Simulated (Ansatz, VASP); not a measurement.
One calculation of SiNi, two programs

File INCAR:

```
SYSTEM = SiNi
ALGO = Normal ; EDIFF = 1E-6
ENCUT = 520 ; GGA = PE
ISIF = 2 ; ISMEAR = -1
LASPH = .True. ; LCHARG = .False.
LREAL = .False. ; LWAVE = .False.
NBANDS = 22 ; NELM = 60
PREC = Accurate ; SIGMA = 0.1
```

File KPOINTS:

```
k-points
0
Gamma
  11 11 6
  0 0 0
```

Contents of POSCAR:

```
SiNi
1.0
    3.5105800464      0.0000000000      0.0000000000
   -1.7552900232      3.0402515022      0.0000000000
    0.0000000000      0.0000000000      4.8231365934
Ni Si
2 2
Direct
    0.0000000000      0.0000000000      0.0000000000
    0.0000000000      0.0000000000      0.5000000000
    0.3333333333      0.6666666667      0.2500000000
    0.6666666667      0.3333333333      0.7500000000
```

Input for Ansatz:

```yaml
crystal:
  lattice:
    - [3.5105800464, 0.0, 0.0]
    - [-1.7552900232, 3.0402515022, 0.0]
    - [0.0, 0.0, 4.8231365934]
  atoms:
    - { symbol: Ni, position: [0.0, 0.0, 0.0] }
    - { symbol: Ni, position: [0.0, 0.0, 0.5] }
    - { symbol: Si, position: [0.3333333333, 0.6666666667, 0.25] }
    - { symbol: Si, position: [0.6666666667, 0.3333333333, 0.75] }
kpoints:
  mp_grid: { grid: [11, 11, 6] }
  band_path:
    path:
      - [0.0, 0.0, 0.0]
      - [0.5, 0.0, 0.0]
      - [0.3333333333, 0.3333333333, 0.0]
      - [0.0, 0.0, 0.0]
      - [0.0, 0.0, 0.5]
      - [0.5, 0.0, 0.5]
      - [0.3333333333, 0.3333333333, 0.5]
      - [0.0, 0.0, 0.5]
      - [0.5, 0.0, 0.5]
    npoints: 8
scf:
  occupations: { method: fermi_dirac, width: 0.1 }
hamiltonian:
  xc: pbe
  pseudopotentials: { kind: paw }
output:
  forces: true
  stress: true
  eigenvalues: true
  populations: true
  dos: { projected: true, de: 0.2, e_range: [-14, 8] }
```

Change from the starting cell: volume scaled by 1, PAW files.

Alike in both runs: task single point; functional PBE; k mesh 11 × 11 × 6; occupations fermi-dirac, width 0.1 eV; no spin polarisation.

|  | VASP | Ansatz |
| --- | --- | --- |
| version | VASP 6.6.1 | Ansatz 0.2.0 |
| potentials or method | VASP PAW PBE potentials, release 64 (Ni, Si) | PAW with Ansatz's default frozen-core files, scalar-relativistic |
| plane-wave cutoff (eV) | 520 | 420 |
| valence electrons in the cell | 28 | 44 |

Ansatz gave:

* pressure (GPa): 0.0
* traceless stress, the component that is largest in VASP (GPa): -0.01

**Question.** What did VASP give for the same quantities?

**Answer.** Pressure (GPa): -0.1; traceless stress, the component that is largest in VASP (GPa): 0.18.

With one functional, cell and mesh, what is left measures potentials, basis and numerics. VASP's potentials hold 28 valence electrons a cell and Ansatz's 44, so a difference there can come from the potentials and not from the codes.
